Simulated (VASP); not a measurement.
# BN (R3m) in VASP: phonons with PBE+D3(BJ)

Aim: the phonons of BN with PBE+D3(BJ).

Program: VASP 6.6.1. These are calculated values, not measurements. Logs are shortened: lines on timing, memory, paths and dates and some standing lists are left out, and cuts for length are marked.

## Step 1: The cell of the first run

It takes space group R3m (No. 160, trigonal). The conventional cell has a = 2.460 Å, b = 2.460 Å, c = 7.556 Å, α = 90.00°, β = 90.00°, γ = 120.00°. Within 1.9 Å of B (site symmetry 3m) lie 3 N at 1.42 Å. N (site symmetry 3m) has 3 B at 1.42 Å within 1.9 Å.

## Step 2: Phonons, PBE+D3(BJ)

INCAR

```
PREC     = Accurate       # precision mode
ENCUT    = 800            # plane-wave cutoff, eV
EDIFF    = 1E-8           # SCF threshold, eV
ISMEAR   = 0              # smearing method
SIGMA    = 0.01           # smearing width, eV
LREAL    = False          # projectors in reciprocal space
LASPH    = True           # aspherical terms in the spheres
NELM     = 300            # most SCF steps
ALGO     = All            # electronic algorithm
ISIF     = 2              # what is computed and relaxed
LWAVE    = False          # write WAVECAR
LCHARG   = False          # write CHGCAR
GGA      = PE             # functional
IVDW     = 12             # dispersion correction
IBRION   = 6              # ionic algorithm
NFREE    = 2            
POTIM    = 0.015          # step
NSW      = 1              # ionic steps
GGA_COMPAT= False        
ISEARCH  = 1            
KPAR     = 4
```

KPOINTS

```
Automatic mesh
0
Gamma
  12 12 12
```

POSCAR

```
BN
1.0
    2.4489482524      0.0022471144     -0.2329255663
   -1.2153581203      2.1260913028      0.2329105475
   -0.9892762061     -0.8482600178      2.5812137207
B N
1 1
Direct
    0.9988007799      0.9953052394      0.0054920194
    0.6493482201      0.3205787606      0.9813129806
```

Potentials or basis: VASP PAW PBE potentials, release 64 (B, N).

Run with:

```
$ cat potpaw_PBE.64/B/POTCAR potpaw_PBE.64/N/POTCAR > POTCAR
$ mpirun -np 4 vasp_std > vasp.out
```

OUTCAR:

```text
PREC = Accurate
   ENCUT = 800
   EDIFF = 1E-8
   ISMEAR = 0
   LREAL = False
   LASPH = True
   NELM = 300
   ISIF = 2
   GGA = PE
   IVDW = 12
   IBRION = 6
   NFREE = 2
   POTIM = 0.015
   NSW = 1
 IVDW          = 12

 ion  position               nearest neighbor table
   1  0.999  0.995  0.005-   2 1.42   2 1.42   2 1.42
   2  0.649  0.321  0.981-   1 1.42   1 1.42   1 1.42

  LATTYP: Found a trigonal (rhomboedric) cell.
 ALAT       =     2.8915180687
 COS(alpha) =     0.6380988935

  Lattice vectors:

 A1 = (  -0.9892762061,  -0.8482600178,   2.5812137207)
 A2 = (   1.4596720463,  -0.8460129034,   2.3482881544)
 A3 = (   0.2443139260,   1.2800783994,   2.5811987019)

Analysis of symmetry for initial positions (statically):
=====================================================================
 Subroutine PRICEL returns:
 Original cell was already a primitive cell.

 Routine SETGRP: Setting up the symmetry group for a
 trigonal (rhombohedral) supercell.

 Subroutine GETGRP returns: Found  6 space group operations
 (whereof  1 operations were pure point group operations)
 out of a pool of 12 trial point group operations.

The static configuration has the point symmetry C_1 .
 The point group associated with its full space group is C_3v.

Analysis of symmetry for dynamics (positions and initial velocities):
=====================================================================
 Subroutine PRICEL returns:
 Original cell was already a primitive cell.

 Routine SETGRP: Setting up the symmetry group for a
 trigonal (rhombohedral) supercell.

 Subroutine GETGRP returns: Found  6 space group operations
 (whereof  1 operations were pure point group operations)
 out of a pool of 12 trial point group operations.

The dynamic configuration has the point symmetry C_1 .
 The point group associated with its full space group is C_3v.

 Subroutine INISYM returns: Found  6 space group operations
 (whereof  1 operations are pure point group operations),
 and found     1 'primitive' translations

----------------------------------------------------------------------------------------

                                     Primitive cell

  volume of cell :      13.1999

  direct lattice vectors                    reciprocal lattice vectors
     2.448948252  0.002247114 -0.232925566     0.430720354  0.220205201  0.237443595
    -1.215358120  2.126091303  0.232910548     0.014528988  0.461430164  0.157207417
    -0.989276206 -0.848260018  2.581213721     0.037556684 -0.021765161  0.394655975

  length of vectors
     2.460001405  2.460001405  2.891518069     0.538878293  0.487691562  0.397035975

  position of ions in fractional coordinates (direct lattice)
     0.998800780  0.995305239  0.005492019
     0.649348220  0.320578761  0.981312981

  ion indices of the primitive-cell ions
   primitive index   ion index
                 1           1
                 2           2

----------------------------------------------------------------------------------------

 KPOINTS: Automatic mesh

Automatic generation of k-mesh.
 Grid dimensions read from file:
 generate k-points for:   12   12   12

 Generating k-lattice:

  Cartesian coordinates                     Fractional coordinates (reciprocal lattice)
     0.035893363  0.018350433  0.019786966     0.083333333 -0.000000000  0.000000000
     0.001210749  0.038452514  0.013100618     0.000000000  0.083333333  0.000000000
     0.003129724 -0.001813763  0.032887998     0.000000000 -0.000000000  0.083333333

  Length of vectors
     0.044906524  0.040640963  0.033086331

  Shift w.r.t. Gamma in fractional coordinates (k-lattice)
     0.000000000  0.000000000  0.000000000

 Subroutine IBZKPT returns following result:
 ===========================================

 Found    189 irreducible k-points:

 Following reciprocal coordinates:
            Coordinates               Weight
  0.000000  0.000000  0.000000      1.000000
  0.083333  0.000000  0.000000      6.000000
  0.166667  0.000000  0.000000      6.000000
  0.250000  0.000000 -0.000000      6.000000
  0.333333 -0.000000  0.000000      6.000000
  0.416667 -0.000000  0.000000      6.000000
[... 16 lines left out ...]
  0.166667  0.250000 -0.000000     12.000000
  0.250000  0.250000  0.000000     12.000000
 [... further k-points ...]
   k-points           NKPTS =    189   k-points in BZ     NKDIM =    189   number of bands    NBANDS=      8
   number of dos      NEDOS =    301   number of ions     NIONS =      2
   total plane-waves  NPLWV =  16128
   dimension x,y,z NGX =    24 NGY =   24 NGZ =   28
   dimension x,y,z NGXF=    48 NGYF=   48 NGZF=   56
   ions per type =               1   1
   NGX,Y,Z   is equivalent  to a cutoff of  16.22, 16.22, 16.10 a.u.
   NGXF,Y,Z  is equivalent  to a cutoff of  32.44, 32.44, 32.20 a.u.
 SYSTEM =  unknown system
   PREC   = accura    normal or accurate (medium, high low for compatibility)
   ISTART =      0    job   : 0-new  1-cont  2-samecut
   ICHARG =      2    charge: 1-file 2-atom 10-const
   ISPIN  =      1    spin polarized calculation?
   LNONCOLLINEAR =      F non collinear calculations
   LSORBIT =      F    spin-orbit coupling
   LASPH  =      T    aspherical Exc in radial PAW
   ENCUT  =  800.0 eV  58.80 Ry    7.67 a.u.   5.67  5.67  6.67*2*pi/ulx,y,z
   NELM   =    300;   NELMIN=  2; NELMDL= -5     # of ELM steps
   EDIFF  = 0.1E-07   stopping-criterion for ELM
   LREAL  =      F    real-space projection
   EDIFFG = 0.1E-06   stopping-criterion for IOM
   NSW    =     61    number of steps for IOM
   IBRION =      6    ionic relax: 0-MD 1-quasi-New 2-CG
   NFREE  =      2    steps in history (QN), initial steepest desc. (CG)
   ISIF   =      2    stress and relaxation
   ISYM   =      2    0-nonsym 1-usesym 2-fastsym
   POTIM  = 0.0150    time-step for ionic-motion
   TEBEG  =    0.0;   TEEND  =   0.0 temperature during run
   PSTRESS=    0.0 pullay stress
   NELECT =       8.0000    total number of electrons
   NUPDOWN=      -1.0000    fix difference up-down
   EMIN   =  10.00;   EMAX   =-10.00  energy-range for DOS
   EFERMI =   0.00;   METHOD = LEGACY
   ISMEAR =     0;   SIGMA  =   0.01  broadening in eV -4-tet -1-fermi 0-gaus
   EFERMI_NEDOS =   21; number of points for ismear=-14 and -15
   IALGO  =     58    algorithm
   IMIX   =      4    mixing-type and parameters
     AMIX     =   0.40;   BMIX     =  1.00
     AMIX_MAG =   1.60;   BMIX_MAG =  1.00
  volume/ion in A,a.u.               =       6.60        44.54
  Fermi-wavevector in a.u.,A,eV,Ry     =   1.385420  2.618063 26.114849  1.919387
  Thomas-Fermi vector in A             =   2.509831
   LORBIT       =      0    0 simple, 1 ext, 2 COOP (PROOUT), +10 PAW based schemes
   GGA     = PE    functional components
   LHFCALC =     F    Hartree Fock is set to
   AEXX    =    0.0000 exact exchange contribution
   IVDW    =    12    specifies the selected vdW correction
   LEPSILON=     F    determine dielectric tensor
   LRPA    =     F    only Hartree local field effects (RPA)
 finite differences with symmetry
 non-spin polarized calculation
 Gauss-broadening in eV      SIGMA  =   0.01
  energy-cutoff  :      800.00
  volume of cell :       13.20
 maximum number of plane-waves:       707
   NGX = 11   NGY = 11   NGZ = 13

--------------------------------------- Ionic step        1  -------------------------------------------

 number of electron       7.9999999 magnetization

 Free energy of the ion-electron system (eV)
  ---------------------------------------------------
  ext. energy  EPLUGINS =         0.00000000
  ---------------------------------------------------
  free energy    TOTEN  =       -17.16785323 eV

  energy without entropy =      -17.16785323  energy(sigma->0) =      -17.16785323

------------------------ aborting loop because EDIFF is reached ----------------------------------------

 Edisp (eV)   -0.39723

 E8    (eV) :    -0.1183
[... 151 lines left out ...]
--------------------------------------- Ionic step        5  -------------------------------------------

 number of electron       8.0000000 magnetization

 Free energy of the ion-electron system (eV)
  ---------------------------------------------------
  ext. energy  EPLUGINS =         0.00000000
  ---------------------------------------------------
  free energy    TOTEN  =       -17.16256659 eV

  energy without entropy =      -17.16256659  energy(sigma->0) =      -17.16256659

 E-fermi :   5.8149     XC(G=0): -12.0229

 val. band max:        5.6687145541   @ k =  -0.7500   0.2500   0.7500
 cond. band min:       8.9456744289   @ k =   0.5000   0.0000  -0.0000
 fundamental gap:      3.2769598749
 Fermi energy:         5.8149198883

 k-point     1 :       0.0000    0.0000    0.0000
  band No.  band energies     occupation
      1     -13.7307      2.00000
      2       3.4466      2.00000
      3       3.8671      2.00000
      4       4.2289      2.00000
      5      13.3799      0.00000
      6      17.0652      0.00000
      7      17.5472      0.00000
      8      18.7581      0.00000
[... 243 lines left out ...]
 k-point    24 :       0.2500    0.2500    0.0000
  band No.  band energies     occupation
      1      -9.8021      2.00000
      2      -2.8072      2.00000
      3      -0.7389      2.00000
      4       3.9617      2.00000
      5      10.8437      0.00000
      6      18.5566      0.00000
      7      20.5700      0.00000
      8      22.6325      0.00000

 [... further k-points ...]

------------------------ aborting loop because EDIFF is reached ----------------------------------------

 Edisp (eV)   -0.39723

 E8    (eV) :    -0.1183
[... 25 lines left out ...]
  FREE ENERGIE OF THE ION-ELECTRON SYSTEM (eV)
  ---------------------------------------------------
  free  energy   TOTEN  =       -17.5597936649 eV

  energy  without entropy=      -17.5597936649  energy(sigma->0) =      -17.55979366

 INTERNAL STRAIN TENSORS FROM DISPLACED ATOMS
 ============================================

 INTERNAL STRAIN TENSOR FOR ION    1 for displacements in x,y,z  (eV/Angst):
          X           Y           Z          XY          YZ          ZX
  --------------------------------------------------------------------------------
  x    -0.15393     0.01938    -0.36136    16.60915    -1.55714    -1.36569
  y    16.45080   -16.37286     0.20946    -0.25386    -3.14949    -1.55714
  z     1.50574    -0.27808    -6.43789    -1.55715     0.36781    -0.63461

 INTERNAL STRAIN TENSOR FOR ION    2 for displacements in x,y,z  (eV/Angst):
          X           Y           Z          XY          YZ          ZX
  --------------------------------------------------------------------------------
  x     0.15263    -0.02070     0.35786   -16.60836     1.55719     1.36562
  y   -16.44925    16.37283    -0.20743     0.25386     3.14947     1.55719
  z    -1.51961     0.26426     6.40140     1.55720    -0.36655     0.63243

 Eigenvectors and eigenvalues of the dynamical matrix
 ----------------------------------------------------

   1 f  =   43.621966 THz   274.084898 2PiTHz 1455.072175 cm-1   180.405876 meV
             X         Y         Z           dx          dy          dz
      1.230926  2.113696  0.013347    -0.646019    0.374431    0.082128
      0.229813 -0.149370  2.456395     0.567672   -0.329022   -0.072168
[... 21 lines left out ...]
   6 f/i=    0.003557 THz     0.022350 2PiTHz    0.118653 cm-1     0.014711 meV
             X         Y         Z           dx          dy          dz
      1.230926  2.113696  0.013347     0.062422   -0.036175    0.655977
      0.229813 -0.149370  2.456395     0.071067   -0.041185    0.746822

 ELASTIC MODULI CONTR FROM IONIC RELAXATION (kBar)
 Direction    XX          YY          ZZ          XY          YZ          ZX
 --------------------------------------------------------------------------------
 XX        -702.2742    684.1298     68.9671     22.8873    127.1449     72.9340
 YY         684.1298   -690.8108     61.1922    -12.8775   -134.8973    -59.5580
 ZZ          68.9671     61.1922   -686.2945     -6.7913     41.5307    -71.6618
 XY          22.8873    -12.8775     -6.7913   -711.3054     65.3053     54.7833
 YZ         127.1449   -134.8973     41.5307     65.3053    -34.0309    -13.6772
 ZX          72.9340    -59.5580    -71.6618     54.7833    -13.6772    -18.3647
 --------------------------------------------------------------------------------
```

Run time: 52 s. Hardware: 4 MPI ranks of Intel Xeon 6975P-C (Granite Rapids), shared host; peak memory 0.54 GiB.

Results:

```
Highest phonon frequency at Γ, LO-TO splitting left out : 1455 cm⁻¹
Dispersion energy per atom                              : -0.199 eV
```

Phonon frequencies in cm⁻¹ (negative: imaginary):
```
              q point          frequencies
(0.000, 0.000, 0.000)  0 0 0 571 1455 1455
```

Caveat: the cell stands under pressure or tension, which shifts response properties.
